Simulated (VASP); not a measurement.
Set up this calculation in VASP 6.6.1, as the native input.

- Task: single point
- Functional: PBE
- Potentials or basis: VASP PAW PBE potentials, release 64 (Ti_sv, Al)
- Cutoff: 520 eV
- k mesh: 11 × 11 × 6
- Occupations: fermi-dirac, width 0.05 eV
- Spin: no spin polarisation
- Dipole correction: no
- Further INCAR settings: ALGO = Normal; EDIFF = 1e-06; NBANDS = 14

The structure of TiAl lies in POSCAR:

```
TiAl
1.0
    2.8087302532      0.0000000000      0.0000000000
   -1.4043651265      2.4324317516      0.0000000000
    0.0000000000      0.0000000000      4.5825851222
Ti Al
1 1
Direct
    0.0000000000      0.0000000000      0.0000000000
    0.3333333333      0.6666666667      0.5000000000
```

The input as run:

INCAR

```
PREC = Accurate
ENCUT = 520
EDIFF = 1E-6
ISMEAR = -1
SIGMA = 0.05
LREAL = False
LASPH = True
NELM = 60
ALGO = Normal
ISIF = 2
LWAVE = False
LCHARG = False
GGA = PE
NBANDS = 14
```

KPOINTS

```
Automatic mesh
0
Gamma
  11 11 6
```

Potentials or basis: VASP PAW PBE potentials, release 64 (Ti_sv, Al).

Launch:

```sh
$ cat potpaw_PBE.64/Ti_sv/POTCAR potpaw_PBE.64/Al/POTCAR > POTCAR
$ mpirun -np 1 vasp_std > vasp.out
```

It gave:

The pressure is 7.6 GPa.

Wall time 19 s on 1 thread of Intel(R) Xeon(R) Platinum 8375C CPU @ 2.90GHz (Ice Lake) (shared host), peak memory 0.16 GiB.
